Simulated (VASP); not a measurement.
# Si2Ni (Fm-3m) in VASP: further runs

Aim: see how the results for Si2Ni move with the level of theory and the settings. Levels: LDA, PBE, r2SCAN. Tasks: single point, relaxation of cell and atoms.

Everything below comes from runs of VASP 6.6.1. Logs are shortened: lines on timing, memory, paths and dates and some standing lists are left out, and cuts for length are marked.

### 1 The cell of the first run

Symmetry: Fm-3m, No. 225, cubic system. The conventional cell has a = 5.447 Å, b = 5.447 Å, c = 5.447 Å, α = 90.00°, β = 90.00°, γ = 90.00°. Within 3.1 Å of Si (site symmetry -43m) lie 4 Ni at 2.36 Å and 6 Si at 2.72 Å. Ni (site symmetry m-3m) has 8 Si at 2.36 Å within 3.1 Å.

### 2 Single point, LDA

INCAR reads:

```
SYSTEM = Si2Ni
PREC     = Accurate       ! precision mode
ENCUT    = 520            ! plane-wave cutoff, eV
EDIFF    = 1E-6           ! SCF threshold, eV
ISMEAR   = 0              ! smearing method
SIGMA    = 0.1            ! smearing width, eV
LREAL    = .FALSE.        ! projectors in reciprocal space
LASPH    = .TRUE.         ! aspherical terms in the spheres
NELM     = 80             ! most SCF steps
ALGO     = Normal         ! electronic algorithm
ISIF     = 2              ! what is computed and relaxed
LWAVE    = .FALSE.        ! write WAVECAR
LCHARG   = .FALSE.        ! write CHGCAR
NBANDS   = 16             ! bands
```

KPOINTS reads:

```
Automatic mesh
0
G
  14 14 14
  0 0 0
```

POSCAR reads:

```
Si2Ni
1.0
    0.0000000000      2.7234320738      2.7234320738
    2.7234320738      0.0000000000      2.7234320738
    2.7234320738      2.7234320738      0.0000000000
Si Ni
2 1
Direct
    0.2500000000      0.2500000000      0.2500000000
    0.7500000000      0.7500000000      0.7500000000
    0.0000000000      0.0000000000      0.0000000000
```

Potentials or basis: VASP PAW LDA potentials, release 64 (Si, Ni).

On the command line:

```console
> cat potpaw_LDA.64/Si/POTCAR potpaw_LDA.64/Ni/POTCAR > POTCAR
> mpirun -np 1 vasp_std > vasp.out
```

OUTCAR:

```text
SYSTEM = Si2Ni
   PREC = Accurate
   ENCUT = 520
   EDIFF = 1E-6
   ISMEAR = 0
   LREAL = .FALSE.
   LASPH = .TRUE.
   NELM = 80
   ISIF = 2

 ion  position               nearest neighbor table
   1  0.250  0.250  0.250-   3 2.36   3 2.36   3 2.36   3 2.36   2 2.72   2 2.72   2 2.72   2 2.72
                             2 2.72   2 2.72
   2  0.750  0.750  0.750-   3 2.36   3 2.36   3 2.36   3 2.36   1 2.72   1 2.72   1 2.72   1 2.72
                             1 2.72   1 2.72
   3  0.000  0.000  0.000-   1 2.36   2 2.36   2 2.36   2 2.36   2 2.36   1 2.36   1 2.36   1 2.36

  LATTYP: Found a face centered cubic cell.
 ALAT       =     5.4468641476

  Lattice vectors:

 A1 = (   0.0000000000,   2.7234320738,   2.7234320738)
 A2 = (   2.7234320738,   0.0000000000,   2.7234320738)
 A3 = (   2.7234320738,   2.7234320738,   0.0000000000)

Analysis of symmetry for initial positions (statically):
=====================================================================
 Subroutine PRICEL returns:
 Original cell was already a primitive cell.

 Routine SETGRP: Setting up the symmetry group for a
 face centered cubic supercell.

 Subroutine GETGRP returns: Found 48 space group operations
 (whereof 48 operations were pure point group operations)
 out of a pool of 48 trial point group operations.

The static configuration has the point symmetry O_h .

Analysis of symmetry for dynamics (positions and initial velocities):
=====================================================================
 Subroutine PRICEL returns:
 Original cell was already a primitive cell.

 Routine SETGRP: Setting up the symmetry group for a
 face centered cubic supercell.

 Subroutine GETGRP returns: Found 48 space group operations
 (whereof 48 operations were pure point group operations)
 out of a pool of 48 trial point group operations.

The dynamic configuration has the point symmetry O_h .

 Subroutine INISYM returns: Found 48 space group operations
 (whereof 48 operations are pure point group operations),
 and found     1 'primitive' translations

----------------------------------------------------------------------------------------

                                     Primitive cell

  volume of cell :      40.3998

  direct lattice vectors                    reciprocal lattice vectors
     0.000000000  2.723432074  2.723432074    -0.183591875  0.183591875  0.183591875
     2.723432074  0.000000000  2.723432074     0.183591875 -0.183591875  0.183591875
     2.723432074  2.723432074  0.000000000     0.183591875  0.183591875 -0.183591875

  length of vectors
     3.851514575  3.851514575  3.851514575     0.317990455  0.317990455  0.317990455

  position of ions in fractional coordinates (direct lattice)
     0.250000000  0.250000000  0.250000000
     0.750000000  0.750000000  0.750000000
     0.000000000  0.000000000  0.000000000

  ion indices of the primitive-cell ions
   primitive index   ion index
                 1           1
                 2           2
                 3           3

----------------------------------------------------------------------------------------

 KPOINTS: Automatic mesh

Automatic generation of k-mesh.
 Grid dimensions read from file:
 generate k-points for:   14   14   14

 Generating k-lattice:

  Cartesian coordinates                     Fractional coordinates (reciprocal lattice)
    -0.013113705  0.013113705  0.013113705     0.071428571  0.000000000  0.000000000
     0.013113705 -0.013113705  0.013113705     0.000000000  0.071428571  0.000000000
     0.013113705  0.013113705 -0.013113705     0.000000000  0.000000000  0.071428571

  Length of vectors
     0.022713604  0.022713604  0.022713604

  Shift w.r.t. Gamma in fractional coordinates (k-lattice)
     0.000000000  0.000000000  0.000000000

 Subroutine IBZKPT returns following result:
 ===========================================

 Found    104 irreducible k-points:

 Following reciprocal coordinates:
            Coordinates               Weight
  0.000000  0.000000  0.000000      1.000000
  0.071429  0.000000  0.000000      8.000000
  0.142857  0.000000  0.000000      8.000000
  0.214286  0.000000  0.000000      8.000000
  0.285714  0.000000  0.000000      8.000000
  0.357143  0.000000  0.000000      8.000000
[... 16 lines left out ...]
  0.214286  0.142857  0.000000     24.000000
  0.285714  0.142857  0.000000     24.000000
 [... further k-points ...]
   k-points           NKPTS =    104   k-points in BZ     NKDIM =    104   number of bands    NBANDS=     16
   number of dos      NEDOS =    301   number of ions     NIONS =      3
   total plane-waves  NPLWV =  27000
   dimension x,y,z NGX =    30 NGY =   30 NGZ =   30
   dimension x,y,z NGXF=    60 NGYF=   60 NGZF=   60
   ions per type =               2   1
   NGX,Y,Z   is equivalent  to a cutoff of  12.95, 12.95, 12.95 a.u.
   NGXF,Y,Z  is equivalent  to a cutoff of  25.90, 25.90, 25.90 a.u.
 SYSTEM =  Si2Ni
[... 34 lines left out ...]
   GGA     = CA    functional components
   LHFCALC =     F    Hartree Fock is set to
   AEXX    =    0.0000 exact exchange contribution
   IVDW    =     0    specifies the selected vdW correction
   LEPSILON=     F    determine dielectric tensor
   LRPA    =     F    only Hartree local field effects (RPA)
 non-spin polarized calculation
 Gauss-broadening in eV      SIGMA  =   0.10
  energy-cutoff  :      520.00
  volume of cell :       40.40
 maximum number of plane-waves:      1106
 NGX is ok and might be reduce to    30
   NGX = 15   NGY = 15   NGZ = 15

 number of electron      17.9999992 magnetization

 Free energy of the ion-electron system (eV)
  ---------------------------------------------------
  ext. energy  EPLUGINS =         0.00000000
  ---------------------------------------------------
  free energy    TOTEN  =       -19.85049046 eV

  energy without entropy =      -19.84662749  energy(sigma->0) =      -19.84855898

 E-fermi :  10.0088     XC(G=0): -11.6547

 val. band max:        9.9210966777   @ k =   0.4286   0.2857   0.0000
 cond. band min:      10.0268663723   @ k =  -0.4286   0.4286   0.0714
 fundamental gap:      0.1057696946
 Fermi energy:        10.0088258152

 k-point     1 :       0.0000    0.0000    0.0000
  band No.  band energies     occupation
      1      -3.5743      2.00000
      2       4.9391      2.00000
      3       4.9391      2.00000
      4       4.9391      2.00000
      5       6.6145      2.00000
      6       6.6145      2.00000
[... 8 lines left out ...]
     15      14.6595      0.00000
     16      14.6595      0.00000

 k-point     2 :       0.0714    0.0000    0.0000
  band No.  band energies     occupation
      1      -3.5000      2.00000
      2       4.7806      2.00000
      3       4.9628      2.00000
      4       4.9628      2.00000
      5       6.6005      2.00000
      6       6.6005      2.00000
[... 8 lines left out ...]
     15      14.3963      0.00000
     16      14.5280      0.00000

 k-point     3 :       0.1429    0.0000    0.0000
  band No.  band energies     occupation
      1      -3.2781      2.00000
      2       4.3346      2.00000
      3       5.0298      2.00000
      4       5.0298      2.00000
      5       6.5671      2.00000
      6       6.5671      2.00000
[... 8 lines left out ...]
     15      14.3105      0.00000
     16      14.6188      0.00000

 k-point     4 :       0.2143    0.0000    0.0000
  band No.  band energies     occupation
      1      -2.9114      2.00000
      2       3.6563      2.00000
      3       5.1259      2.00000
      4       5.1259      2.00000
      5       6.5384      2.00000
      6       6.5384      2.00000
[... 8 lines left out ...]
     15      14.9956      0.00000
     16      15.5614      0.00000
[... 324 lines left out ...]
 k-point    22 :       0.1429    0.1429    0.0000
  band No.  band energies     occupation
      1      -3.1795      2.00000
      2       4.3818      2.00000
      3       4.9809      2.00000
      4       4.9809      2.00000
      5       6.3642      2.00000
      6       6.6847      2.00000
[... 8 lines left out ...]
     15      15.4100      0.00000
     16      15.4100      0.00000

 k-point    23 :       0.2143    0.1429    0.0000
  band No.  band energies     occupation
      1      -2.9104      2.00000
      2       4.0053      2.00000
      3       5.0249      2.00000
      4       5.0485      2.00000
      5       6.2228      2.00000
      6       6.7111      2.00000
[... 8 lines left out ...]
     15      16.1033      0.00000
     16      16.1825      0.00000

 k-point    24 :       0.2857    0.1429    0.0000
  band No.  band energies     occupation
      1      -2.4992      2.00000
      2       3.3898      2.00000
      3       5.1020      2.00000
      4       5.1417      2.00000
      5       6.1005      2.00000
      6       6.7374      2.00000
[... 8 lines left out ...]
     15      17.0644      0.00000
     16      17.2469      0.00000

 [... further k-points ...]

------------------------ aborting loop because EDIFF is reached ----------------------------------------

  FORCE on cell =-STRESS in cart. coord.  units (eV):
  Direction    XX          YY          ZZ          XY          YZ          ZX
  --------------------------------------------------------------------------------------
  -------------------------------------------------------------------------------------
  Total       -1.9471849     -1.9471849     -1.9471849      0.0000000      0.0000000     -0.0000000
  in kB      -77.2214833    -77.2214833    -77.2214833      0.0000000      0.0000000     -0.0000000
  external PRESSURE =     -77.2214833 kB  Pullay stress =       0.0000000 kB

 VOLUME and BASIS-vectors are now :
 -----------------------------------------------------------------------------
  energy-cutoff  :      520.00
  volume of cell :       40.40
      direct lattice vectors                 reciprocal lattice vectors
     0.000000000  2.723432074  2.723432074    -0.183591875  0.183591875  0.183591875
     2.723432074  0.000000000  2.723432074     0.183591875 -0.183591875  0.183591875
     2.723432074  2.723432074  0.000000000     0.183591875  0.183591875 -0.183591875

 POSITION                                       TOTAL-FORCE (eV/Angst)
 -----------------------------------------------------------------------------------
      1.36172      1.36172      1.36172         0.000000      0.000000      0.000000
      4.08515      4.08515      4.08515        -0.000000     -0.000000     -0.000000
      0.00000      0.00000      0.00000         0.000000     -0.000000     -0.000000
 -----------------------------------------------------------------------------------
    total drift:                                0.000000     -0.000000     -0.000000

  FREE ENERGIE OF THE ION-ELECTRON SYSTEM (eV)
  ---------------------------------------------------
  free  energy   TOTEN  =       -19.8504904638 eV

  energy  without entropy=      -19.8466274924  energy(sigma->0) =      -19.84855898
```

Run time: 81 s. Hardware: 1 thread of AMD EPYC 9R45 (Zen 5), shared host; peak memory 0.15 GiB.

What came out:

| Quantity | Value |
| --- | --- |
| Free energy | -19.8505 eV |
| Pressure | -7.7 GPa |
| Band gap on the k mesh | zero (band 9 reaches 11.70 eV, above the bottom of band 10 at 9.50 eV) |

Levels at points of the mesh, in eV from the Fermi level:
```
           k point  band 7  band 8  band 9  band 10  band 11  band 12
(0.00, 0.00, 0.00)   -0.54    1.69    1.69     1.69     2.33     2.33
(0.50, 0.00, 0.00)   -3.23   -1.35   -1.35     1.70     1.82     1.82
(0.50, 0.50, 0.00)   -3.53   -3.33   -3.01    -0.47     1.45     7.82
```

Spin polarisation is off, so any magnetic state and its effect on volume and gap are missing.

### 3 Relaxation of cell and atoms, PBE

This run uses another cell than the first one, of 13.17 Å³/atom, 0.978 times its volume.

INCAR reads:

```
SYSTEM = Si2Ni
  PREC = Accurate
  ENCUT = 600
  EDIFF = 1E-6
  ISMEAR = 0
  SIGMA = 0.1
  LREAL = .FALSE.
  LASPH = .TRUE.
  NELM = 80
  ALGO = Normal
  ISIF = 3
  LWAVE = .FALSE.
  LCHARG = .FALSE.
  GGA = PE
  IBRION = 2
  NSW = 100
  EDIFFG = -0.005
```

KPOINTS reads:

```
regular mesh
0
G
  14 14 14
  0 0 0
```

POSCAR reads:

```
Si2Ni
1.0
    0.0000000000      2.7030000000      2.7030000000
    2.7030000000      0.0000000000      2.7030000000
    2.7030000000      2.7030000000      0.0000000000
Si Ni
2 1
Direct
    0.2500000000      0.2500000000      0.2500000000
    0.7500000000      0.7500000000      0.7500000000
    0.0000000000      0.0000000000      0.0000000000
```

Potentials or basis: VASP PAW PBE potentials, release 64 (Si, Ni).

On the command line:

```console
> cat potpaw_PBE.64/Si/POTCAR potpaw_PBE.64/Ni/POTCAR > POTCAR
> mpirun -np 1 vasp_std > vasp.out
```

It took 3.1 min on 1 thread of AMD EPYC 9R45 (Zen 5), shared host; peak memory 0.19 GiB.

Results (log left out):

| Item | Value |
| --- | --- |
| Free energy | -17.3719 eV |
| Relaxed volume | 13.47 Å³/atom |
| Relaxed cell | a = 3.852 Å, b = 3.852 Å, c = 3.852 Å, α = 60.00°, β = 60.00°, γ = 60.00° |
| Space group after relaxing (to 0.05 Å) | Fm-3m (No. 225) |
| Energy gained by relaxing | 3.1 meV/atom |
| Ionic steps | 3 |
| Pressure after relaxing | 0.0 GPa |
| Band gap on the k mesh | zero (band 9 reaches 11.79 eV, above the bottom of band 10 at 9.65 eV) |

Step by step:
```tsv
step	energy change (eV)	largest force (eV/Å)	pressure (GPa)	volume (Å³)
1	0.0000	0.0000	3.22	39.50
2	-0.0047	0.0000	-2.29	41.03
3	-0.0092	0.0000	0.01	40.40
```

Final structure:
```
CELL_PARAMETERS angstrom
0.00000 2.72353 2.72353
2.72353 0.00000 2.72353
2.72353 2.72353 0.00000
ATOMIC_POSITIONS crystal
Si 0.25000 0.25000 0.25000
Si 0.75000 0.75000 0.75000
Ni 0.00000 0.00000 0.00000
```

Levels at points of the mesh, in eV from the Fermi level:
```tsv
k point	band 5	band 6	band 7	band 8	band 9	band 10	band 11	band 12	band 13
(0.00, 0.00, 0.00)	-3.40	-3.40	-0.49	1.66	1.66	1.66	2.31	2.31	2.31
(0.50, 0.00, 0.00)	-3.61	-3.22	-3.22	-1.40	-1.40	1.74	1.78	1.78	2.47
(0.50, 0.50, 0.00)	-4.43	-3.49	-3.49	-3.33	-3.01	-0.46	1.45	7.73	8.11
```

Spin polarisation is off, so any magnetic state and its effect on volume and gap are missing. Zero-point motion and thermal expansion aren't in these numbers.

### 4 Single point, r2SCAN, collinear spin, ferromagnetic start

POSCAR reads:

```
Si2Ni
1.0
    0.0000000000      2.7234320738      2.7234320738
    2.7234320738      0.0000000000      2.7234320738
    2.7234320738      2.7234320738      0.0000000000
Si Ni
2 1
Direct
    0.2500000000      0.2500000000      0.2500000000
    0.7500000000      0.7500000000      0.7500000000
    0.0000000000      0.0000000000      0.0000000000
```

INCAR.step1 reads:

```
SYSTEM = Si2Ni
  ALGO = Normal
  EDIFF = 1E-4
  ENCUT = 520
  GGA = PE
  ISMEAR = 0
  ISPIN = 2
  LASPH = .TRUE.
  LCHARG = .FALSE.
  LMAXMIX = 4
  LREAL = .FALSE.
  LWAVE = .TRUE.
  MAGMOM = 0 0 2
  NBANDS = 20
  NELM = 150
  PREC = Accurate
  SIGMA = 0.1
```

INCAR.step2 reads:

```
SYSTEM = Si2Ni
  ALGO = Normal
  EDIFF = 1E-6
  ENCUT = 520
  ISIF = 2
  ISMEAR = 0
  ISPIN = 2
  ISTART = 1
  LASPH = .TRUE.
  LCHARG = .TRUE.
  LELF = .TRUE.
  LMAXMIX = 4
  LMIXTAU = .TRUE.
  LORBIT = 11
  LREAL = .FALSE.
  LVHAR = .TRUE.
  LWAVE = .FALSE.
  MAGMOM = 0 0 2
  METAGGA = R2SCAN
  NBANDS = 20
  NELM = 150
  PREC = Accurate
  SIGMA = 0.1
```

KPOINTS reads:

```
k-points
0
G
  14 14 14
  0 0 0
```

On the command line:

```console
> cat potpaw_PBE.64/Si/POTCAR potpaw_PBE.64/Ni/POTCAR > POTCAR
> cp INCAR.step1 INCAR
> mpirun -np 1 vasp_std > vasp.out
> cp INCAR.step2 INCAR
> mpirun -np 1 vasp_std > vasp.out
```

It took 14 min on 1 thread of AMD EPYC 9R45 (Zen 5), shared host; peak memory 0.25 GiB.

Results (log left out):

```yaml
Free_energy: -30.5133 eV
Pressure: -5.0 GPa
Band_gap_on_the_k_mesh: zero (filled and empty bands overlap)
Net_moment: 0.00 μB per cell
Valence_electrons_inside_the_program's_atomic_spheres: Si 1.58; Ni 9.82
```

Levels at points of the mesh, in eV from the Fermi level:
Spin up:
| k point | band 5 | band 6 | band 7 | band 8 | band 9 | band 10 | band 11 | band 12 | band 13 | band 14 |
| --- | --- | --- | --- | --- | --- | --- | --- | --- | --- | --- |
| (0.00, 0.00, 0.00) | -3.66 | -3.66 | -0.19 | 1.66 | 1.66 | 1.66 | 2.31 | 2.31 | 2.31 | 5.00 |
| (0.50, 0.00, 0.00) | -3.82 | -3.44 | -3.44 | -1.61 | -1.61 | 1.80 | 1.80 | 2.05 | 2.70 | 9.58 |
| (0.50, 0.50, 0.00) | -4.80 | -3.68 | -3.68 | -3.57 | -3.25 | -0.45 | 1.54 | 8.02 | 8.63 | 8.63 |
Spin down:
| k point | band 5 | band 6 | band 7 | band 8 | band 9 | band 10 | band 11 | band 12 | band 13 | band 14 |
| --- | --- | --- | --- | --- | --- | --- | --- | --- | --- | --- |
| (0.00, 0.00, 0.00) | -3.66 | -3.66 | -0.19 | 1.66 | 1.66 | 1.66 | 2.31 | 2.31 | 2.31 | 5.00 |
| (0.50, 0.00, 0.00) | -3.82 | -3.44 | -3.44 | -1.61 | -1.61 | 1.80 | 1.80 | 2.05 | 2.70 | 9.58 |
| (0.50, 0.50, 0.00) | -4.80 | -3.68 | -3.68 | -3.57 | -3.25 | -0.45 | 1.54 | 8.02 | 8.63 | 8.63 |

Caveat: the starting moments collapsed, and a magnetic state may lie lower; the PAW data sets were made with another functional, which shifts forces and pressure a little.

### 5 Single point, PBE (volume scaled by 0.94)

INCAR reads:

```
PREC = Accurate
ENCUT = 520
EDIFF = 1E-6
ISMEAR = 0
SIGMA = 0.1
LREAL = F
LASPH = T
NELM = 80
ALGO = Normal
ISIF = 2
LWAVE = F
LCHARG = T
GGA = PE
LELF = T
LVHAR = T
NBANDS = 16
```

KPOINTS reads:

```
Automatic mesh
0
Gamma
  14 14 14
```

POSCAR reads:

```
Si2Ni
1.0
    0.0000000000      2.6678362081      2.6678362081
    2.6678362081      0.0000000000      2.6678362081
    2.6678362081      2.6678362081      0.0000000000
Si Ni
2 1
Direct
    0.2500000000      0.2500000000      0.2500000000
    0.7500000000      0.7500000000      0.7500000000
    0.0000000000      0.0000000000      0.0000000000
```

On the command line:

```console
> cat potpaw_PBE.64/Si/POTCAR potpaw_PBE.64/Ni/POTCAR > POTCAR
> mpirun -np 1 vasp_std > vasp.out
```

Run time: 1.8 min. Hardware: 1 thread of Intel Xeon 8259CL, shared host; peak memory 0.2 GiB.

It converged, with:

* Free energy: -17.2992 eV
* Pressure: 10.1 GPa
* Band gap on the k mesh: zero (band 9 reaches 12.80 eV, above the bottom of band 10 at 10.68 eV)

Levels at points of the mesh, in eV from the Fermi level:
| k point | band 5 | band 6 | band 7 | band 8 | band 9 | band 10 | band 11 | band 12 | band 13 | band 14 |
| --- | --- | --- | --- | --- | --- | --- | --- | --- | --- | --- |
| (0.00, 0.00, 0.00) | -3.80 | -3.80 | -0.05 | 1.69 | 1.69 | 1.69 | 2.15 | 2.15 | 2.15 | 4.75 |
| (0.50, 0.00, 0.00) | -3.97 | -3.60 | -3.60 | -1.61 | -1.61 | 1.75 | 1.75 | 1.79 | 2.78 | 9.24 |
| (0.50, 0.50, 0.00) | -4.79 | -3.87 | -3.87 | -3.70 | -3.36 | -0.43 | 1.26 | 7.64 | 8.56 | 8.56 |

Caveat: the cell differs from its parent crystal (volume scaled by 0.94).

### 6 Summary

| task | level | potentials or basis | cell | cutoff (eV) | gap on the mesh (eV) | pressure (GPa) |
| --- | --- | --- | --- | --- | --- | --- |
| single point | LDA | VASP PAW LDA potentials, release 64 (Si, Ni) | a = 3.852 Å, angles 60.0°, 3 atoms | 520 | none | -7.7 |
| relaxation of cell and atoms | PBE | VASP PAW PBE potentials, release 64 (Si, Ni) | relaxed from a = 3.823 Å, angles 60.0°, 3 atoms | 600 | none | 0.0 |
| single point | PBE | VASP PAW PBE potentials, release 64 (Si, Ni) | a = 3.773 Å, angles 60.0°, 3 atoms | 520 | none | 10.1 |

Alike in all rows: no spin polarisation; k mesh 14 × 14 × 14; smearing gaussian 0.1 eV.

Absolute energies hang on the potentials; compare differences alone.
